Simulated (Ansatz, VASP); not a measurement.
## Y3AlN4: VASP beside Ansatz

Contents of INCAR:

```
SYSTEM = Y3AlN4
ALGO = Normal
EDIFF = 1E-7
EDIFFG = -0.04
ENCUT = 600
GGA = PE
IBRION = 2
ISIF = 3
ISMEAR = 0
LASPH = .True.
LCHARG = .False.
LREAL = .False.
LWAVE = .False.
NELM = 100
NSW = 90
PREC = Accurate
SIGMA = 0.1
```

The input KPOINTS:

```
k-points
0
Gamma
  4 4 4
  0 0 0
```

POSCAR

```
Y3AlN4
1.0
    5.0398178000      0.0000000000      0.0000000000
    0.0000000000      5.0398178000      0.0000000000
    0.0000000000      0.0000000000      5.0398178000
Y Al N
3 1 4
Direct
    0.0000000000      0.0000000000      0.5000000000
    0.5000000000      0.0000000000      0.0000000000
    0.0000000000      0.5000000000      0.0000000000
    0.5000000000      0.5000000000      0.5000000000
    0.5000000000      0.5000000000      0.0000000000
    0.0000000000      0.5000000000      0.5000000000
    0.5000000000      0.0000000000      0.5000000000
    0.0000000000      0.0000000000      0.0000000000
```

Input for Ansatz:

```yaml
crystal:
  lattice:
    - [5.0398178, 0.0, 0.0]
    - [0.0, 5.0398178, 0.0]
    - [0.0, 0.0, 5.0398178]
  atoms:
    - { symbol: "Y", position: [0.0, 0.0, 0.5] }
    - { symbol: "Y", position: [0.5, 0.0, 0.0] }
    - { symbol: "Y", position: [0.0, 0.5, 0.0] }
    - { symbol: Al, position: [0.5, 0.5, 0.5] }
    - { symbol: "N", position: [0.5, 0.5, 0.0] }
    - { symbol: "N", position: [0.0, 0.5, 0.5] }
    - { symbol: "N", position: [0.5, 0.0, 0.5] }
    - { symbol: "N", position: [0.0, 0.0, 0.0] }
basis:
  ecutwfc: 420
kpoints:
  mp_grid: { grid: [4, 4, 4] }
hamiltonian:
  xc: pbe
scf:
  occupations: { method: gaussian, width: 0.1 }
  lower_state_search: "off"
output:
  forces: true
  stress: true
  eigenvalues: true
relax:
  adjacent_minimum: "off"
  f_tol: 0.04
  max_steps: 70
  cell: { stress_tol: 0.4 }
```

Alike in both runs: task relaxation of cell and atoms; functional PBE; k mesh 4 × 4 × 4; occupations gaussian, width 0.1 eV; no spin polarisation.

```csv
,VASP,Ansatz
version,VASP 6.6.1,Ansatz 0.2.0
potentials or method,"VASP PAW PBE potentials, release 64 (Y_sv, Al, N), cutoff 600 eV","scalar-relativistic, plane waves, PAW"
valence electrons in the cell,56,56
```

VASP gave:

| Item | Value |
| --- | --- |
| gap on the k mesh at the Fermi level, each at its own relaxed structure (eV) | none |
| relaxed volume (Å³/atom) | 13.67 |
| relaxed cell length with the largest relative difference (Å) | 4.783 |

Problem. Which values does Ansatz return?

Solution. gap on the k mesh at the Fermi level, each at its own relaxed structure (eV): none; relaxed volume (Å³/atom): 13.67; relaxed cell length with the largest relative difference (Å): 4.782.

A gap of «none» marks a metal or a gap that the smearing closes.
